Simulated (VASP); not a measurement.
Set up this calculation in VASP 6.6.1, as the native input.

* Task: electric field gradients
* Functional: LDA
* Potentials or basis: VASP PAW LDA potentials, release 64 (Ba_sv, Ti_sv, O_h)
* Cutoff: 1000 eV
* k mesh: 8 × 8 × 8
* Occupations: fermi-dirac, width 0.05 eV
* Spin: no spin polarisation
* Dipole correction: no
* Further INCAR settings: ALGO = Normal; EDIFF = 1e-08; NBANDS = 28

The structure of BaTiO3 lies in POSCAR:

```
BaTiO3
1.0
    4.0073000000      0.0000000000      0.0000000000
    0.0000000000      4.0073000000      0.0000000000
    0.0000000000      0.0000000000      4.0874460000
Ba Ti O
1 1 3
Direct
    0.5000000000      0.5000000000      0.5000000000
    0.0000000000      0.0000000000      0.0000000000
    0.5000000000      0.0000000000      0.0000000000
    0.0000000000      0.5000000000      0.0000000000
    0.0000000000      0.0000000000      0.5000000000
```

This cell differs from its parent crystal: zz strain of +2 %.

The input as run:

INCAR

```
PREC = Accurate
ENCUT = 1000
EDIFF = 1E-8
ISMEAR = -1
SIGMA = 0.05
LREAL = F
LASPH = T
NELM = 120
ALGO = Normal
ISIF = 2
LWAVE = F
LCHARG = F
GGA = CA
LEFG = T
NBANDS = 28
GGA_COMPAT = F
```

KPOINTS

```
Automatic mesh
0
Gamma
  8 8 8
```

Potentials or basis: VASP PAW LDA potentials, release 64 (Ba_sv, Ti_sv, O_h).

Launch:

```sh
$ cat potpaw_LDA.64/Ba_sv/POTCAR potpaw_LDA.64/Ti_sv/POTCAR potpaw_LDA.64/O_h/POTCAR > POTCAR
$ mpirun -np 1 vasp_std > vasp.out
```

Results of the run:

```yaml
Pressure: -10.3 GPa
Band_gap_on_the_k_mesh: 1.58 eV (least direct gap 1.76 eV)
Largest_electric_field_gradient_by_atom: Ba +4.1; Ti +17.3; O +20.3, +29.6 (each value once) V/Å²
```

Caveat: the cell differs from its parent crystal (zz strain of +2 %); the cell stands under tension; without QUAD_EFG the Cq values of the log hold for a quadrupole moment of 1 mb, not for the nuclei; spin-orbit coupling is left out, which moves the levels of the heavy elements.

Run time: 5.8 min on 1 thread of Intel(R) Xeon(R) Platinum 8259CL CPU @ 2.50GHz (Skylake/Cascade Lake), on a shared host, peak memory 0.48 GiB.
